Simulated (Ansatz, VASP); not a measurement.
## OsRhC4N4 in VASP and in Ansatz

```
Os Rh C N
1.0
     5.78306    0.00000    0.00000
     0.00000    5.78306    0.00000
     0.00000    0.00000    5.78306
Os Rh C N
1 1 4 4
Direct
  0.50000 0.50000 0.50000
  0.00000 0.00000 0.00000
  0.19172 0.19172 0.19172
  0.19172 0.80828 0.80828
  0.80828 0.19172 0.80828
  0.80828 0.80828 0.19172
  0.31211 0.31211 0.31211
  0.31211 0.68789 0.68789
  0.68789 0.31211 0.68789
  0.68789 0.68789 0.31211
```

Alike in both runs: functional PBE; k mesh 8 × 8 × 8; occupations gaussian, width 0.1 eV; no spin polarisation.

Ansatz relaxed the structure, and its values are those at the end. VASP's run is a single point on that final structure, the one shown.

|  | VASP | Ansatz |
| --- | --- | --- |
| version | VASP 6.6.1 | Ansatz 0.2.0 |
| potentials or method | VASP PAW PBE potentials, release 64 (Os, Rh_pv, C, N), cutoff 520 eV | scalar-relativistic, plane waves, PAW |
| valence electrons in the cell | 59 | 69 |

|  | VASP | Ansatz | Ansatz less VASP |
| --- | --- | --- | --- |
| gap on the k mesh at the Fermi level (eV) | none | none | - |
| pressure (GPa) | 0.6 | 0.0 | -0.57 |
| rms of the force components (eV/Å) | 0.072 | 0.003 | -0.0693 |

A gap of «none» marks a metal or a gap that the smearing closes. With one functional, cell and mesh, what is left measures potentials, basis and numerics. VASP's potentials hold 59 valence electrons a cell and Ansatz's 69, so a difference there can come from the potentials and not from the codes.

Spin-orbit coupling is off throughout. Noted on VASP's run: the standard files for N, O and F lose accuracy on very short bonds.
